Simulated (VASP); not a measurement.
# Au (P-6m2) in VASP: single point with PBE

Aim: the single point of Au with PBE.

All numbers are computed with VASP 6.6.1; they aren't measurements. Logs are shortened: lines on timing, memory, paths and dates and some standing lists are left out, and cuts for length are marked.

## (1) The cell of the first run

The structure is hexagonal, space group P-6m2 (No. 187). The conventional cell has a = 2.928 Å, b = 2.928 Å, c = 14.539 Å, α = 90.00°, β = 90.00°, γ = 120.00°. Au (site symmetry 3m) has 12 Au at 2.93 to 2.95 Å within 3.9 Å. Within 3.9 Å of Au (site symmetry 3m) lie 12 Au at 2.93 to 2.96 Å. Au (site symmetry -6m2) has 12 Au at 2.93 to 2.96 Å within 3.9 Å. Au (site symmetry -6m2) has 12 Au at 2.93 to 2.95 Å within 3.9 Å.

## (2) Single point, PBE

Contents of INCAR:

```
SYSTEM = Au
PREC = Accurate
ENCUT = 520
EDIFF = 1E-6
ISMEAR = 0
SIGMA = 0.1
LREAL = .FALSE.
LASPH = .TRUE.
NELM = 60
ALGO = Fast
ISIF = 2
LWAVE = .FALSE.
LCHARG = .FALSE.
GGA = PE
NBANDS = 42
```

Contents of KPOINTS:

```
regular mesh
0
G
  18 18 4
  0 0 0
```

Contents of POSCAR:

```
Au
1.0
    2.9276810449      0.0000000000      0.0000000000
   -1.4638405224      2.5354461591      0.0000000000
    0.0000000000      0.0000000000     14.5389533533
Au
6
Direct
    0.0000000000      0.0000000000     -0.0003196488
    0.3333333333      0.6666666667      0.1660794120
    0.0000000000      0.0000000000      0.3333333333
    0.3333333333      0.6666666667      0.5005872546
    0.0000000000      0.0000000000      0.6669863155
    0.6666666667      0.3333333333      0.8333333333
```

Potentials or basis: VASP PAW PBE potentials, release 64 (Au).

Run with:

```console
cat potpaw_PBE.64/Au/POTCAR > POTCAR
mpirun -np 1 vasp_std > vasp.out
```

OUTCAR:

```text
SYSTEM = Au
   PREC = Accurate
   ENCUT = 520
   EDIFF = 1E-6
   ISMEAR = 0
   LREAL = .FALSE.
   LASPH = .TRUE.
   NELM = 60
   ISIF = 2
   GGA = PE

 ion  position               nearest neighbor table
   1  0.000  0.000  1.000-   6 2.95   6 2.95   6 2.95   2 2.95   2 2.95   2 2.95
   2  0.333  0.667  0.166-   1 2.95   1 2.95   1 2.95   3 2.96   3 2.96   3 2.96
   3  0.000  0.000  0.333-   2 2.96   4 2.96   2 2.96   4 2.96   2 2.96   4 2.96
   4  0.333  0.667  0.501-   5 2.95   5 2.95   5 2.95   3 2.96   3 2.96   3 2.96
   5  0.000  0.000  0.667-   6 2.95   6 2.95   6 2.95   4 2.95   4 2.95   4 2.95
   6  0.667  0.333  0.833-   5 2.95   5 2.95   5 2.95   1 2.95   1 2.95   1 2.95

  LATTYP: Found a hexagonal cell.
 ALAT       =     2.9276810449
 C/A-ratio  =     4.9660304966

  Lattice vectors:

 A1 = (   2.9276810449,   0.0000000000,   0.0000000000)
 A2 = (  -1.4638405224,   2.5354461591,   0.0000000000)
 A3 = (   0.0000000000,   0.0000000000,  14.5389533533)

Analysis of symmetry for initial positions (statically):
=====================================================================
 Subroutine PRICEL returns:
 Original cell was already a primitive cell.

 Routine SETGRP: Setting up the symmetry group for a
 hexagonal supercell.

 Subroutine GETGRP returns: Found 12 space group operations
 (whereof  6 operations were pure point group operations)
 out of a pool of 24 trial point group operations.

The static configuration has the point symmetry C_3v.
 The point group associated with its full space group is D_3h.

Analysis of symmetry for dynamics (positions and initial velocities):
=====================================================================
 Subroutine PRICEL returns:
 Original cell was already a primitive cell.

 Routine SETGRP: Setting up the symmetry group for a
 hexagonal supercell.

 Subroutine GETGRP returns: Found 12 space group operations
 (whereof  6 operations were pure point group operations)
 out of a pool of 24 trial point group operations.

The dynamic configuration has the point symmetry C_3v.
 The point group associated with its full space group is D_3h.

 Subroutine INISYM returns: Found 12 space group operations
 (whereof  6 operations are pure point group operations),
 and found     1 'primitive' translations

----------------------------------------------------------------------------------------

                                     Primitive cell

  volume of cell :     107.9223

  direct lattice vectors                    reciprocal lattice vectors
     2.927681045  0.000000000  0.000000000     0.341567263  0.197203951  0.000000000
    -1.463840522  2.535446159  0.000000000     0.000000000  0.394407902  0.000000000
     0.000000000  0.000000000 14.538953353     0.000000000  0.000000000  0.068780742

  length of vectors
     2.927681045  2.927681045 14.538953353     0.394407902  0.394407902  0.068780742

  position of ions in fractional coordinates (direct lattice)
     0.000000000  0.000000000  0.999680351
     0.333333333  0.666666667  0.166079412
     0.000000000  0.000000000  0.333333333
     0.333333333  0.666666667  0.500587255
     0.000000000  0.000000000  0.666986315
     0.666666667  0.333333333  0.833333333

  ion indices of the primitive-cell ions
   primitive index   ion index
                 1           1
                 2           2
                 3           3
                 4           4
                 5           5
                 6           6

----------------------------------------------------------------------------------------

 KPOINTS: regular mesh

Automatic generation of k-mesh.
 Grid dimensions read from file:
 generate k-points for:   18   18    4

 Generating k-lattice:

  Cartesian coordinates                     Fractional coordinates (reciprocal lattice)
     0.018975959  0.010955775  0.000000000     0.055555556  0.000000000  0.000000000
     0.000000000  0.021911550  0.000000000     0.000000000  0.055555556  0.000000000
     0.000000000  0.000000000  0.017195186     0.000000000  0.000000000  0.250000000

  Length of vectors
     0.021911550  0.021911550  0.017195186

  Shift w.r.t. Gamma in fractional coordinates (k-lattice)
     0.000000000  0.000000000  0.000000000

 Subroutine IBZKPT returns following result:
 ===========================================

 Found    111 irreducible k-points:

 Following reciprocal coordinates:
            Coordinates               Weight
  0.000000  0.000000  0.000000      1.000000
  0.055556  0.000000  0.000000      6.000000
  0.111111  0.000000  0.000000      6.000000
  0.166667  0.000000  0.000000      6.000000
  0.222222  0.000000  0.000000      6.000000
  0.277778  0.000000  0.000000      6.000000
[... 16 lines left out ...]
  0.333333  0.111111  0.000000     12.000000
  0.388889  0.111111  0.000000     12.000000
 [... further k-points ...]
   k-points           NKPTS =    111   k-points in BZ     NKDIM =    111   number of bands    NBANDS=     42
   number of dos      NEDOS =    301   number of ions     NIONS =      6
   total plane-waves  NPLWV =  62208
   dimension x,y,z NGX =    24 NGY =   24 NGZ =  108
   dimension x,y,z NGXF=    48 NGYF=   48 NGZF=  216
   ions per type =               6
   NGX,Y,Z   is equivalent  to a cutoff of  13.63, 13.63, 12.35 a.u.
   NGXF,Y,Z  is equivalent  to a cutoff of  27.26, 27.26, 24.70 a.u.
 SYSTEM =  Au
   PREC   = accura    normal or accurate (medium, high low for compatibility)
   ISTART =      0    job   : 0-new  1-cont  2-samecut
   ICHARG =      2    charge: 1-file 2-atom 10-const
   ISPIN  =      1    spin polarized calculation?
   LNONCOLLINEAR =      F non collinear calculations
   LSORBIT =      F    spin-orbit coupling
   LASPH  =      T    aspherical Exc in radial PAW
   ENCUT  =  520.0 eV  38.22 Ry    6.18 a.u.   5.44  5.44 27.03*2*pi/ulx,y,z
   NELM   =     60;   NELMIN=  2; NELMDL= -5     # of ELM steps
   EDIFF  = 0.1E-05   stopping-criterion for ELM
   LREAL  =      F    real-space projection
   EDIFFG = 0.1E-04   stopping-criterion for IOM
   NSW    =      0    number of steps for IOM
   IBRION =     -1    ionic relax: 0-MD 1-quasi-New 2-CG
   NFREE  =      0    steps in history (QN), initial steepest desc. (CG)
   ISIF   =      2    stress and relaxation
   ISYM   =      2    0-nonsym 1-usesym 2-fastsym
   POTIM  = 0.5000    time-step for ionic-motion
   TEBEG  =    0.0;   TEEND  =   0.0 temperature during run
   PSTRESS=    0.0 pullay stress
   NELECT =      66.0000    total number of electrons
   NUPDOWN=      -1.0000    fix difference up-down
   EMIN   =  10.00;   EMAX   =-10.00  energy-range for DOS
   EFERMI =   0.00;   METHOD = LEGACY
   ISMEAR =     0;   SIGMA  =   0.10  broadening in eV -4-tet -1-fermi 0-gaus
   EFERMI_NEDOS =   21; number of points for ismear=-14 and -15
   IALGO  =     68    algorithm
   IMIX   =      4    mixing-type and parameters
     AMIX     =   0.40;   BMIX     =  1.00
     AMIX_MAG =   1.60;   BMIX_MAG =  1.00
  volume/ion in A,a.u.               =      17.99       121.38
  Fermi-wavevector in a.u.,A,eV,Ry     =   1.389587  2.625938 26.272193  1.930952
  Thomas-Fermi vector in A             =   2.513603
   LORBIT       =      0    0 simple, 1 ext, 2 COOP (PROOUT), +10 PAW based schemes
   GGA     = PE    functional components
   LHFCALC =     F    Hartree Fock is set to
   AEXX    =    0.0000 exact exchange contribution
   IVDW    =     0    specifies the selected vdW correction
   LEPSILON=     F    determine dielectric tensor
   LRPA    =     F    only Hartree local field effects (RPA)
 non-spin polarized calculation
 RMM-DIIS sequential band-by-band and
 Gauss-broadening in eV      SIGMA  =   0.10
  energy-cutoff  :      520.00
  volume of cell :      107.92
 maximum number of plane-waves:      2983
 NGX is ok and might be reduce to    24
   NGX = 11   NGY = 11   NGZ = 55

 number of electron      65.9999997 magnetization

 Free energy of the ion-electron system (eV)
  ---------------------------------------------------
  ext. energy  EPLUGINS =         0.00000000
  ---------------------------------------------------
  free energy    TOTEN  =       -19.29716510 eV

  energy without entropy =      -19.28781731  energy(sigma->0) =      -19.29249121

 E-fermi :   8.5334     XC(G=0): -12.3950

 val. band max:        8.5194858989   @ k =   0.3889   0.1111   0.2500
 cond. band min:       8.5626431597   @ k =   0.5000   0.0000   0.0000
 fundamental gap:      0.0431572608
 Fermi energy:         8.5334305859

 k-point     1 :       0.0000    0.0000    0.0000
  band No.  band energies     occupation
      1      -0.6991      2.00000
      2       0.1412      2.00000
      3       0.1606      2.00000
      4       1.5496      2.00000
      5       1.5571      2.00000
      6       1.7236      2.00000
[... 34 lines left out ...]
     41      21.9572      0.00000
     42      23.1597      0.00000

 k-point     2 :       0.0556    0.0000    0.0000
  band No.  band energies     occupation
      1      -0.6066      2.00000
      2       0.2299      2.00000
      3       0.2492      2.00000
      4       1.6361      2.00000
      5       1.6434      2.00000
      6       1.7990      2.00000
[... 34 lines left out ...]
     41      22.0338      0.00000
     42      23.2448      0.00000

 k-point     3 :       0.1111    0.0000    0.0000
  band No.  band energies     occupation
      1      -0.3346      2.00000
      2       0.4866      2.00000
      3       0.5057      2.00000
      4       1.8832      2.00000
      5       1.8891      2.00000
      6       2.0117      2.00000
[... 897 lines left out ...]
      4       2.5273      2.00000
      5       2.5537      2.00000
      6       2.7565      2.00000
[... 34 lines left out ...]
     41      15.9105      0.00000
     42      16.3694      0.00000

 k-point    24 :       0.3889    0.1111    0.0000
  band No.  band energies     occupation
      1       2.1184      2.00000
      2       2.1750      2.00000
      3       2.3358      2.00000
      4       2.4262      2.00000
      5       2.4650      2.00000
      6       2.7051      2.00000
[... 34 lines left out ...]
     41      14.3378      0.00000
     42      16.2853      0.00000

 [... further k-points ...]

------------------------ aborting loop because EDIFF is reached ----------------------------------------

  FORCE on cell =-STRESS in cart. coord.  units (eV):
  Direction    XX          YY          ZZ          XY          YZ          ZX
  --------------------------------------------------------------------------------------
  -------------------------------------------------------------------------------------
  Total       -0.1298569     -0.1298569     -0.1419603     -0.0000000      0.0000000     -0.0000000
  in kB       -1.9278110     -1.9278110     -2.1074927     -0.0000000      0.0000000     -0.0000000
  external PRESSURE =      -1.9877049 kB  Pullay stress =       0.0000000 kB

 VOLUME and BASIS-vectors are now :
 -----------------------------------------------------------------------------
  energy-cutoff  :      520.00
  volume of cell :      107.92
      direct lattice vectors                 reciprocal lattice vectors
     2.927681045  0.000000000  0.000000000     0.341567263  0.197203951  0.000000000
    -1.463840522  2.535446159  0.000000000     0.000000000  0.394407902  0.000000000
     0.000000000  0.000000000 14.538953353     0.000000000  0.000000000  0.068780742

 POSITION                                       TOTAL-FORCE (eV/Angst)
 -----------------------------------------------------------------------------------
      0.00000      0.00000     14.53431        -0.000000      0.000000     -0.000261
     -0.00000      1.69030      2.41462         0.000000     -0.000000      0.001338
      0.00000      0.00000      4.84632        -0.000000     -0.000000      0.000000
     -0.00000      1.69030      7.27801         0.000000     -0.000000     -0.001338
      0.00000      0.00000      9.69728        -0.000000      0.000000      0.000261
      1.46384      0.84515     12.11579        -0.000000      0.000000      0.000000
 -----------------------------------------------------------------------------------
    total drift:                                0.000000     -0.000000      0.000001

  FREE ENERGIE OF THE ION-ELECTRON SYSTEM (eV)
  ---------------------------------------------------
  free  energy   TOTEN  =       -19.2971650971 eV

  energy  without entropy=      -19.2878173131  energy(sigma->0) =      -19.29249121
```

Run time: 11 min. Hardware: 1 thread of Intel Xeon 8259CL, shared host; peak memory 0.49 GiB.

What came out:

* Free energy: -19.2972 eV
* Pressure: -0.2 GPa
* Band gap on the k mesh: zero (bands 33 and 34 overlap by 4.87 eV)

Caveat: spin-orbit coupling is left out, which moves the levels of the heavy elements.
